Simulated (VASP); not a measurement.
A run of VASP 6.6.1 is set up as follows.

The input INCAR:

```
SYSTEM = BN
ALGO = Normal
EDIFF = 1E-6
ENCUT = 520
GGA = PE
ISIF = 2
ISMEAR = 0
LASPH = .TRUE.
LCHARG = .TRUE.
LELF = .TRUE.
LREAL = .FALSE.
LVHAR = .TRUE.
LWAVE = .FALSE.
NBANDS = 11
NELM = 80
PREC = Accurate
SIGMA = 0.05
```

The input KPOINTS:

```
k-points
0
G
  12 12 12
  0 0 0
```

POSCAR

```
BN
1.0
    0.0000000000      1.9580410800      1.9580410800
    1.9580410800      0.0000000000      1.9580410800
    1.9580410800      1.9580410800      0.0000000000
B N
1 1
Direct
    0.0000000000      0.0000000000      0.0000000000
    0.7500000000      0.7500000000      0.7500000000
```

Potentials or basis: VASP PAW PBE potentials, release 64 (B, N).

Launch:

```console
$ cat potpaw_PBE.64/B/POTCAR potpaw_PBE.64/N/POTCAR > POTCAR
$ mpirun -np 1 vasp_std > vasp.out
```

**Question.** Estimate the band gap on the k mesh.

**Answer.** 4.16 eV, indirect (least direct gap 6.72 eV).

**Question.** Predict the pressure.

**Answer.** -55.9 GPa.

Caveat: the cell differs from its parent crystal (strain +0.080 along x and y, +0.080 along z). A k mesh can miss the band edges.
